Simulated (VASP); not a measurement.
# Fe2O3 (R-3c) in VASP: a series of runs

Runs on Fe2O3. Level: PBE+U. Tasks: single point, relaxation of shape and atoms at fixed volume.

All numbers are computed with VASP 6.6.1; they aren't measurements. Logs are shortened: lines on timing, memory, paths and dates and some standing lists are left out, and cuts for length are marked.

## (1) The cell of the first run

Symmetry: R-3c, No. 167, trigonal system. Conventional cell: a = 5.105 Å, b = 5.105 Å, c = 13.941 Å, α = 90.00°, β = 90.00°, γ = 120.00°. Within 2.6 Å of Fe (site symmetry 3) lie 6 O at 1.97 to 2.14 Å. Within 3.1 Å of O (site symmetry 2) lie 4 Fe at 1.97 to 2.14 Å and 12 O at 2.70 to 3.08 Å.

## (2) Single point, PBE+U, collinear spin, antiferromagnetic start

Contents of INCAR:

```
SYSTEM = Fe2O3
  PREC = Accurate
  ENCUT = 700
  EDIFF = 1E-6
  ISMEAR = 0
  SIGMA = 0.05
  LREAL = .FALSE.
  LASPH = .TRUE.
  NELM = 200
  ALGO = Normal
  ISIF = 2
  LWAVE = .FALSE.
  LCHARG = .FALSE.
  ISPIN = 2
  MAGMOM = 4.19 -4.19 4.19 -4.19 0 0 0 0 0 0
  LORBIT = 11
  LMAXMIX = 4
  LDAU = .TRUE.
  LDAUTYPE = 2
  LDAUL = 2 -1
  LDAUU = 4 0
  LDAUJ = 0 0
  LDAUPRINT = 1
  GGA = PE
  NBANDS = 65
  GGA_COMPAT = .FALSE.
```

Contents of KPOINTS:

```
regular mesh
0
G
  4 4 4
  0 0 0
```

Contents of POSCAR:

```
Fe2O3
1.0
    2.5523318714      1.4735894930      4.6469226429
   -2.5523318714      1.4735894930      4.6469226429
    0.0000000000     -2.9471789860      4.6469226429
Fe O
4 6
Direct
    0.3553202307      0.3553202307      0.3553202307
    0.1446797690      0.1446797690      0.1446797690
    0.6446797693      0.6446797693      0.6446797693
    0.8553202310      0.8553202310      0.8553202310
    0.5557112281      0.9442887719      0.2500000005
    0.2500000005      0.5557112281      0.9442887719
    0.9442887719      0.2500000005      0.5557112281
    0.4442887719      0.0557112281      0.7499999995
    0.7499999995      0.4442887719      0.0557112281
    0.0557112281      0.7499999995      0.4442887719
```

Potentials or basis: VASP PAW PBE potentials, release 64 (Fe_sv, O).

Run with:

```sh
cat potpaw_PBE.64/Fe_sv/POTCAR potpaw_PBE.64/O/POTCAR > POTCAR
mpirun -np 1 vasp_std > vasp.out
```

OUTCAR:

```text
SYSTEM = Fe2O3
   PREC = Accurate
   ENCUT = 700
   EDIFF = 1E-6
   ISMEAR = 0
   LREAL = .FALSE.
   LASPH = .TRUE.
   NELM = 200
   ISIF = 2
   ISPIN = 2
   LORBIT = 11
   GGA = PE

 ion  position               nearest neighbor table
   1  0.355  0.355  0.355-   9 1.97   8 1.97  10 1.97   7 2.14   6 2.14   5 2.14
   2  0.145  0.145  0.145-  10 1.97   8 1.97   9 1.97   7 2.14   6 2.14   5 2.14
   3  0.645  0.645  0.645-   6 1.97   5 1.97   7 1.97   9 2.14  10 2.14   8 2.14
   4  0.855  0.855  0.855-   7 1.97   5 1.97   6 1.97  10 2.14   9 2.14   8 2.14
   5  0.556  0.944  0.250-   3 1.97   4 1.97   1 2.14   2 2.14
   6  0.250  0.556  0.944-   3 1.97   4 1.97   1 2.14   2 2.14
   7  0.944  0.250  0.556-   3 1.97   4 1.97   1 2.14   2 2.14
   8  0.444  0.056  0.750-   1 1.97   2 1.97   3 2.14   4 2.14
   9  0.750  0.444  0.056-   1 1.97   2 1.97   3 2.14   4 2.14
  10  0.056  0.750  0.444-   1 1.97   2 1.97   3 2.14   4 2.14

  LATTYP: Found a trigonal (rhomboedric) cell.
 ALAT       =     5.5027042465
 COS(alpha) =     0.5697192272

  Lattice vectors:

 A1 = (   2.5523318714,   1.4735894930,   4.6469226429)
 A2 = (  -2.5523318714,   1.4735894930,   4.6469226429)
 A3 = (   0.0000000000,  -2.9471789860,   4.6469226429)

Analysis of symmetry for initial positions (statically):
=====================================================================
 Subroutine PRICEL returns:
 Original cell was already a primitive cell.

 Routine SETGRP: Setting up the symmetry group for a
 trigonal (rhombohedral) supercell.

 Subroutine GETGRP returns: Found 12 space group operations
 (whereof  6 operations were pure point group operations)
 out of a pool of 12 trial point group operations.

The static configuration has the point symmetry S_6 .
 The point group associated with its full space group is D_3d.

Analysis of symmetry for dynamics (positions and initial velocities):
=====================================================================
 Subroutine PRICEL returns:
 Original cell was already a primitive cell.

 Routine SETGRP: Setting up the symmetry group for a
 trigonal (rhombohedral) supercell.

 Subroutine GETGRP returns: Found 12 space group operations
 (whereof  6 operations were pure point group operations)
 out of a pool of 12 trial point group operations.

The dynamic configuration has the point symmetry S_6 .
 The point group associated with its full space group is D_3d.

Analysis of structural, dynamic, and magnetic symmetry:
=====================================================================
 Subroutine PRICEL returns:
 Original cell was already a primitive cell.

 Routine SETGRP: Setting up the symmetry group for a
 trigonal (rhombohedral) supercell.

 Subroutine GETGRP returns: Found 12 space group operations
 (whereof  6 operations were pure point group operations)
 out of a pool of 12 trial point group operations.

The overall configuration has the point symmetry S_6 .
 The point group associated with its full space group is D_3d.

 Subroutine INISYM returns: Found 12 space group operations
 (whereof  6 operations are pure point group operations),
 and found     1 'primitive' translations

----------------------------------------------------------------------------------------

                                     Primitive cell

  volume of cell :     104.8649

  direct lattice vectors                    reciprocal lattice vectors
     2.552331871  1.473589493  4.646922643     0.195899289  0.113102507  0.071732060
    -2.552331871  1.473589493  4.646922643    -0.195899289  0.113102507  0.071732060
     0.000000000 -2.947178986  4.646922643     0.000000000 -0.226205015  0.071732060

  length of vectors
     5.502704247  5.502704247  5.502704247     0.237306126  0.237306126  0.237306126

[... 111 lines left out ...]
   U (eV)           for each species LDAUU =   4.0  0.0
   J (eV)           for each species LDAUJ =   0.0  0.0
   GGA     = PE    functional components
   LHFCALC =     F    Hartree Fock is set to
   AEXX    =    0.0000 exact exchange contribution
   IVDW    =     0    specifies the selected vdW correction
   LEPSILON=     F    determine dielectric tensor
   LRPA    =     F    only Hartree local field effects (RPA)
 spin polarized calculation
 Gauss-broadening in eV      SIGMA  =   0.05
  energy-cutoff  :      700.00
  volume of cell :      104.86
 maximum number of plane-waves:      4434
   NGX = 23   NGY = 23   NGZ = 23

atom =   1  type =  1  l = 2

 onsite density matrix

spin component  1
[... 116 lines left out ...]
  o =  0.0720  v =  0.0000 -0.0000 -1.0000  0.0000 -0.0000  0.0000  0.0000  0.0000  0.0000  0.0000      0.0000  0.0000  0.0000  0.0000  0.0000  0.0000  0.0000  0.0000  0.0000  0.0000
  o =  0.0726  v =  0.7670  0.6275 -0.0000 -0.0005  0.1338  0.0000  0.0000  0.0000  0.0000  0.0000      0.0000  0.0000  0.0000  0.0000  0.0000  0.0000  0.0000  0.0000  0.0000  0.0000
  o =  0.0726  v = -0.1338 -0.0005 -0.0000 -0.6275  0.7670  0.0000  0.0000  0.0000  0.0000  0.0000      0.0000  0.0000  0.0000  0.0000  0.0000  0.0000  0.0000  0.0000  0.0000  0.0000
  o =  0.1968  v = -0.6182  0.7786  0.0000 -0.0001 -0.1074  0.0000  0.0000  0.0000  0.0000  0.0000      0.0000  0.0000  0.0000  0.0000  0.0000  0.0000  0.0000  0.0000  0.0000  0.0000
  o =  0.1968  v =  0.1074 -0.0001  0.0000 -0.7786 -0.6182  0.0000  0.0000  0.0000  0.0000  0.0000      0.0000  0.0000  0.0000  0.0000  0.0000  0.0000  0.0000  0.0000  0.0000  0.0000
  o =  0.9198  v =  0.0000  0.0000  0.0000  0.0000  0.0000 -0.8186 -0.5548 -0.0000 -0.0000 -0.1487      0.0000  0.0000  0.0000  0.0000  0.0000  0.0000  0.0000  0.0000  0.0000  0.0000
  o =  0.9198  v =  0.0000  0.0000  0.0000  0.0000  0.0000 -0.1487  0.0000  0.0000 -0.5548  0.8186      0.0000  0.0000  0.0000  0.0000  0.0000  0.0000  0.0000  0.0000  0.0000  0.0000
  o =  0.9213  v =  0.0000  0.0000  0.0000  0.0000  0.0000 -0.0000 -0.0000  1.0000  0.0000 -0.0000      0.0000  0.0000  0.0000  0.0000  0.0000  0.0000  0.0000  0.0000  0.0000  0.0000
  o =  0.9384  v =  0.0000  0.0000  0.0000  0.0000  0.0000 -0.5459  0.8320  0.0000  0.0000 -0.0992      0.0000  0.0000  0.0000  0.0000  0.0000  0.0000  0.0000  0.0000  0.0000  0.0000
  o =  0.9384  v =  0.0000  0.0000  0.0000  0.0000  0.0000  0.0992  0.0000  0.0000 -0.8320 -0.5459      0.0000  0.0000  0.0000  0.0000  0.0000  0.0000  0.0000  0.0000  0.0000  0.0000

 number of electron     100.0000003 magnetization       0.0000000

 Free energy of the ion-electron system (eV)
  ---------------------------------------------------
  ext. energy  EPLUGINS =         0.00000000
  ---------------------------------------------------
  free energy    TOTEN  =       -68.11194801 eV

  energy without entropy =      -68.11194801  energy(sigma->0) =      -68.11194801

 E-fermi :   6.1934     XC(G=0): -11.6808

 val. band max:        5.8777643972   @ k =  -0.2500   0.2500   0.0000
 cond. band min:       8.0332139973   @ k =  -0.2500   0.2500   0.2500
 fundamental gap:      2.1554496001
 Fermi energy:         6.1934026909

 spin component 1

 k-point     1 :       0.0000    0.0000    0.0000
  band No.  band energies     occupation
      1     -84.8156      1.00000
      2     -84.8127      1.00000
      3     -79.8612      1.00000
      4     -79.8575      1.00000
      5     -50.8079      1.00000
      6     -50.8053      1.00000
[... 834 lines left out ...]
     61      13.1858      0.00000
     62      13.3679      0.00000
 Fermi energy:         6.1934026909

 spin component 2

 k-point     1 :       0.0000    0.0000    0.0000
  band No.  band energies     occupation
      1     -84.8156      1.00000
      2     -84.8127      1.00000
      3     -79.8612      1.00000
      4     -79.8575      1.00000
      5     -50.8078      1.00000
      6     -50.8053      1.00000
[... 834 lines left out ...]
     61      13.1858      0.00000
     62      13.3679      0.00000
 [bands above 62 left out]

------------------------ aborting loop because EDIFF is reached ----------------------------------------

  FORCE on cell =-STRESS in cart. coord.  units (eV):
  Direction    XX          YY          ZZ          XY          YZ          ZX
  --------------------------------------------------------------------------------------
  -------------------------------------------------------------------------------------
  Total       -1.5389714     -1.5389714     -1.2857048     -0.0000000     -0.0000000      0.0000000
  in kB      -23.5131480    -23.5131480    -19.6436192     -0.0000000     -0.0000000      0.0000000
  external PRESSURE =     -22.2233051 kB  Pullay stress =       0.0000000 kB

 VOLUME and BASIS-vectors are now :
 -----------------------------------------------------------------------------
  energy-cutoff  :      700.00
  volume of cell :      104.86
      direct lattice vectors                 reciprocal lattice vectors
     2.552331871  1.473589493  4.646922643     0.195899289  0.113102507  0.071732060
    -2.552331871  1.473589493  4.646922643    -0.195899289  0.113102507  0.071732060
     0.000000000 -2.947178986  4.646922643     0.000000000 -0.226205015  0.071732060

 POSITION                                       TOTAL-FORCE (eV/Angst)
 -----------------------------------------------------------------------------------
      0.00000      0.00000      4.95344         0.000000     -0.000000     -0.057757
      0.00000      0.00000      2.01695         0.000000      0.000000      0.057757
      0.00000      0.00000      8.98733         0.000000      0.000000      0.057757
      0.00000      0.00000     11.92382         0.000000     -0.000000     -0.057757
     -0.99178      1.47359      8.13211         0.013888      0.000000      0.000000
     -0.78028     -1.59570      8.13211        -0.006944      0.012028      0.000000
      1.77206      0.12211      8.13211        -0.006944     -0.012028      0.000000
      0.99178     -1.47359      5.80865        -0.013888      0.000000      0.000000
      0.78028      1.59570      5.80865         0.006944     -0.012028      0.000000
     -1.77206     -0.12211      5.80865         0.006944      0.012028      0.000000
 -----------------------------------------------------------------------------------
    total drift:                               -0.000000      0.000000      0.000042

  FREE ENERGIE OF THE ION-ELECTRON SYSTEM (eV)
  ---------------------------------------------------
  free  energy   TOTEN  =       -68.1119480092 eV

  energy  without entropy=      -68.1119480092  energy(sigma->0) =      -68.11194801

 total charge

# of ion       s       p       d       tot
------------------------------------------
    1        2.138   6.034   5.228  13.400
    2        2.138   6.034   5.228  13.400
    3        2.138   6.034   5.228  13.400
    4        2.138   6.034   5.228  13.400
    5        1.559   3.467   0.000   5.026
    6        1.559   3.467   0.000   5.026
    7        1.559   3.467   0.000   5.026
    8        1.559   3.467   0.000   5.026
    9        1.559   3.467   0.000   5.026
   10        1.559   3.467   0.000   5.026
--------------------------------------------------
tot         17.906  44.936  20.911  83.753

 magnetization (x)

# of ion       s       p       d       tot
------------------------------------------
    1        0.011   0.012   4.018   4.040
    2       -0.011  -0.012  -4.018  -4.040
    3        0.011   0.012   4.018   4.040
    4       -0.011  -0.012  -4.018  -4.040
    5        0.000   0.000   0.000   0.000
    6        0.000   0.000   0.000   0.000
    7        0.000   0.000   0.000   0.000
    8        0.000   0.000   0.000   0.000
    9        0.000   0.000   0.000   0.000
   10        0.000   0.000   0.000   0.000
--------------------------------------------------
tot          0.000   0.000   0.000   0.000
```

Run time: 6 min. Hardware: 1 thread of Intel Xeon Platinum 8375C at 2.90GHz (Ice Lake), shared host; peak memory 0.5 GiB.

What came out:

```yaml
Free_energy: -68.1119 eV
Pressure: -2.2 GPa
Largest_force: 0.058 eV/Å
Band_gap_on_the_k_mesh: 2.16 eV (least direct gap 2.19 eV)
Net_moment: 0.00 μB per cell
Site_moments: Fe +4.04, -4.04 (each value once); O +0.00 μB
Valence_electrons_inside_the_program's_atomic_spheres: Fe 13.40; O 5.03
```

Forces on the atoms (eV/Å):
```
Fe   0.000  0.000 -0.058
Fe   0.000  0.000  0.058
Fe   0.000  0.000  0.058
Fe   0.000  0.000 -0.058
O    0.014  0.000  0.000
O   -0.007  0.012  0.000
O   -0.007 -0.012  0.000
O   -0.014  0.000  0.000
O    0.007 -0.012  0.000
O    0.007  0.012  0.000
```

Levels at points of the mesh, in eV from the valence-band top:
Spin up:
```tsv
k point	band 47	band 48	band 49	band 50	band 51	band 52	band 53	band 54
(0.00, 0.00, 0.00)	-0.39	-0.39	-0.32	-0.32	2.37	2.58	2.58	2.73
(0.50, 0.00, 0.00)	-0.81	-0.74	-0.32	-0.15	2.18	2.24	2.54	2.61
(0.50, 0.50, 0.00)	-0.95	-0.91	-0.47	-0.26	2.16	2.39	2.55	2.67
(0.50, 0.50, 0.50)	-0.65	-0.65	-0.19	-0.19	2.46	2.46	2.50	2.53
```
Spin down:
```
           k point  band 46  band 47  band 48  band 49  band 50  band 51  band 52  band 53  band 54  band 55
(0.00, 0.00, 0.00)    -0.74    -0.39    -0.39    -0.32    -0.32     2.37     2.58     2.58     2.73     2.76
(0.50, 0.00, 0.00)    -0.96    -0.81    -0.74    -0.32    -0.15     2.18     2.24     2.54     2.61     2.85
(0.50, 0.50, 0.00)    -1.38    -0.95    -0.91    -0.47    -0.26     2.16     2.39     2.55     2.67     2.79
(0.50, 0.50, 0.50)    -1.95    -0.65    -0.65    -0.19    -0.19     2.46     2.46     2.50     2.53     2.87
```

Eigenvalues of the final occupation matrices:
| site | spin | trace | eigenvalues |
| --- | --- | --- | --- |
| site 1 d | 1 | 4.64 | 0.92 0.92 0.92 0.94 0.94 |
| site 1 d | 2 | 0.61 | 0.07 0.07 0.07 0.20 0.20 |
| site 2 d | 1 | 0.61 | 0.07 0.07 0.07 0.20 0.20 |
| site 2 d | 2 | 4.64 | 0.92 0.92 0.92 0.94 0.94 |
| site 3 d | 1 | 4.64 | 0.92 0.92 0.92 0.94 0.94 |
| site 3 d | 2 | 0.61 | 0.07 0.07 0.07 0.20 0.20 |
| site 4 d | 1 | 0.61 | 0.07 0.07 0.07 0.20 0.20 |
| site 4 d | 2 | 4.64 | 0.92 0.92 0.92 0.94 0.94 |

A k mesh can miss the band edges. The state reached can hang on the start; a lower one may exist.

[end of part 1 of 2]
